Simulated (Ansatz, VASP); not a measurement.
**Si: VASP beside Ansatz**

```
CELL_PARAMETERS angstrom
0.00000 2.66768 2.66768
2.66768 0.00000 2.66768
2.66768 2.66768 0.00000
ATOMIC_POSITIONS crystal
Si 0.00000 0.00000 0.00000
Si 0.25000 0.25000 0.25000
```

Change from the starting cell: hydrostatic strain -2.0%.

Alike in both runs: task single point; functional HSE06; k mesh 6 × 6 × 6; no spin polarisation.

|  | VASP | Ansatz |
| --- | --- | --- |
| version | VASP 6.6.1 | Ansatz 0.2.0 |
| potentials or method | VASP PAW PBE potentials, release 64 (Si) | plane waves, PAW |
| plane-wave cutoff (eV) | 520 | 420 |
| occupations | gaussian, width 0.01 eV | fixed |
| valence electrons in the cell | 8 | 8 |

VASP gave:

| Property | Result |
| --- | --- |
| gap on the k mesh at the Fermi level (eV) | 1.18 |
| pressure (GPa) | 6.1 |

Q: What did Ansatz give for the same quantities?

A: gap on the k mesh at the Fermi level (eV): 1.17; pressure (GPa): 6.5.

Ansatz's warnings: stress exchange threshold loose, stress scf threshold loose.
